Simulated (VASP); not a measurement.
Set up this calculation in VASP 6.6.1, as the native input.

* Task: single point
* Functional: PBE
* Potentials or basis: VASP PAW PBE potentials, release 64 (Na_pv, F)
* Cutoff: 520 eV
* k mesh: 6 × 6 × 6
* Occupations: methfessel-paxton, width 0.001 eV
* Spin: no spin polarisation
* Dipole correction: no
* Further INCAR settings: ALGO = Normal; EDIFF = 1e-06; NBANDS = 14

The structure of NaF lies in POSCAR:

```
NaF
1.0
    2.7934852186      0.0000000000      0.0000000000
    0.0000000000      2.7934852186      0.0000000000
    0.0000000000      0.0000000000      2.7934852186
Na F
1 1
Direct
    0.0000000000      0.0000000000      0.0000000000
    0.5000000000      0.5000000000      0.5000000000
```

One way to write it, as run:

INCAR

```
SYSTEM = NaF
  PREC = Accurate
  ENCUT = 520
  EDIFF = 1E-6
  ISMEAR = 1
  SIGMA = 0.001
  LREAL = .FALSE.
  LASPH = .TRUE.
  NELM = 60
  ALGO = Normal
  ISIF = 2
  LWAVE = .FALSE.
  LCHARG = .FALSE.
  GGA = PE
  NBANDS = 14
```

KPOINTS

```
regular mesh
0
G
  6 6 6
  0 0 0
```

Potentials or basis: VASP PAW PBE potentials, release 64 (Na_pv, F).

Command:

```bash
$ cat potpaw_PBE.64/Na_pv/POTCAR potpaw_PBE.64/F/POTCAR > POTCAR
$ mpirun -np 1 vasp_std > vasp.out
```

Results of the run:

The pressure is 4.2 GPa and the band gap on the k mesh is 6.11 eV (least direct gap 6.45 eV).

Caveat: the cell stands under pressure.

Wall time 4.3 s on 1 thread of Intel(R) Xeon(R) Platinum 8259CL CPU @ 2.50GHz (Skylake/Cascade Lake) (shared host), peak memory 0.13 GiB.
